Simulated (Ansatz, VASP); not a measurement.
# HgTe in VASP and in Ansatz

POSCAR

```
HgTe
1.0
    0.0000000000      3.3878326229      3.1407052053
    3.3878326229      0.0000000000      3.1407052053
    3.3878326229      3.3878326229      0.0000000000
Hg Te
1 1
Direct
    0.0000000000      0.0000000000      0.0000000000
    0.2500000000      0.2500000000      0.2500000000
```

Contents of INCAR.step1:

```
ALGO     = Normal         # electronic algorithm
EDIFF    = 1E-4           # SCF threshold, eV
ENCUT    = 520            # plane-wave cutoff, eV
GGA      = PE             # functional
ISMEAR   = -1             # smearing method
LASPH    = True           # aspherical terms in the spheres
LCHARG   = False          # write CHGCAR
LREAL    = False          # projectors in reciprocal space
LWAVE    = True           # write WAVECAR
NBANDS   = 16             # bands
NELM     = 100            # most SCF steps
PREC     = Accurate       # precision mode
SIGMA    = 0.02           # smearing width, eV
```

INCAR.step2

```
ALGO     = Normal         # electronic algorithm
EDIFF    = 1E-7           # SCF threshold, eV
ENCUT    = 520            # plane-wave cutoff, eV
ISIF     = 2              # what is computed and relaxed
ISMEAR   = -1             # smearing method
ISTART   = 1            
LASPH    = True           # aspherical terms in the spheres
LCHARG   = False          # write CHGCAR
LMIXTAU  = True         
LREAL    = False          # projectors in reciprocal space
LWAVE    = False          # write WAVECAR
METAGGA  = R2SCAN         # meta-GGA
NBANDS   = 16             # bands
NELM     = 100            # most SCF steps
PREC     = Accurate       # precision mode
SIGMA    = 0.02           # smearing width, eV
```

Contents of KPOINTS:

```
k-points
0
Gamma
  6 6 6
```

Input for Ansatz:

```yaml
crystal:
  lattice:
    - [0.0, 3.3878326229, 3.1407052053]
    - [3.3878326229, 0.0, 3.1407052053]
    - [3.3878326229, 3.3878326229, 0.0]
  atoms:
    - { symbol: Hg, position: [0.0, 0.0, 0.0] }
    - { symbol: Te, position: [0.25, 0.25, 0.25] }
kpoints:
  mp_grid: { grid: [6, 6, 6] }
  band_path:
    path:
      - [0.0, 0.0, 0.0]
      - [-0.5, -0.5, 0.0]
      - [-0.375, -0.375, 0.25]
      - [-0.375, 0.0, 0.375]
      - [0.0, 0.0, 0.5]
      - [-0.5, -0.25, 0.25]
      - [-0.035319, 0.0, -0.035319]
    npoints: 1
hamiltonian:
  xc: r2scan
scf:
  occupations: { method: fermi_dirac, width: 0.02 }
  n_extra_bands: 4
output:
  forces: true
  stress: true
  eigenvalues: true
  write_density: true
  write_potential: true
  elf: true
  volumetric_format: npy
```

Change from the starting cell: epitaxial_xy strain +3.0%.

Alike in both runs: task single point; functional r2SCAN; k mesh 6 × 6 × 6; occupations fermi-dirac, width 0.02 eV; no spin polarisation.

```csv
,VASP,Ansatz
version,VASP 6.6.1,Ansatz 0.2.0
potentials or method,"VASP PAW PBE potentials, release 64 (Hg, Te)","plane waves, PAW"
plane-wave cutoff (eV),520,500
valence electrons in the cell,18,36
```

|  | VASP | Ansatz | Ansatz less VASP |
| --- | --- | --- | --- |
| pressure (GPa) | -0.6 | -0.6 | -0.05 |
| traceless stress, the component that is largest in VASP (GPa) | 0.66 | 0.66 | -0.002 |

VASP's potentials were made for PBE, not for r2SCAN. VASP's potentials hold 18 valence electrons a cell and Ansatz's 36, so a difference there can come from the potentials and not from the codes.

Neither program's run includes spin-orbit coupling.
